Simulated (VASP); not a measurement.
# K: electric field gradients with PBEsol

Crystal: K.

```
K
1.0
    -2.69756    2.69756    2.69756
     2.69756   -2.69756    2.69756
     2.69756    2.69756   -2.69756
K
1
Direct
  0.00000 0.00000 0.00000
```

```
Program                : VASP 6.6.1
Task                   : electric field gradients
Functional             : PBEsol
Potentials or basis    : VASP PAW PBE potentials, release 64 (K_sv)
Cutoff                 : 400 eV
k mesh                 : 10 × 10 × 10
Occupations            : fermi-dirac, width 0.05 eV
Spin                   : no spin polarisation
Dipole correction      : no
Further INCAR settings : ALGO = Normal; EDIFF = 1e-08; NBANDS = 10
```

```
Pressure : -0.3 GPa
```

Levels at points of the mesh, in eV from the Fermi level:
```csv
k point,band 3,band 4,band 5,band 6,band 7,band 8
"(0.00, 0.00, 0.00)",-15.55,-15.55,-2.06,4.23,4.23,4.23
"(0.50, 0.00, 0.00)",-15.57,-15.55,0.45,0.66,3.14,4.73
"(0.50, 0.50, 0.50)",-15.59,-15.59,1.71,1.71,3.30,3.30
```

Wall time 13 s on 1 thread of Intel(R) Xeon(R) 6975P-C (Granite Rapids), with other jobs on the host, peak memory 0.17 GiB.

Caveat: without QUAD_EFG the Cq values of the log hold for a quadrupole moment of 1 mb, not for the nuclei; the PAW data sets were made with another functional, which shifts forces and pressure a little.
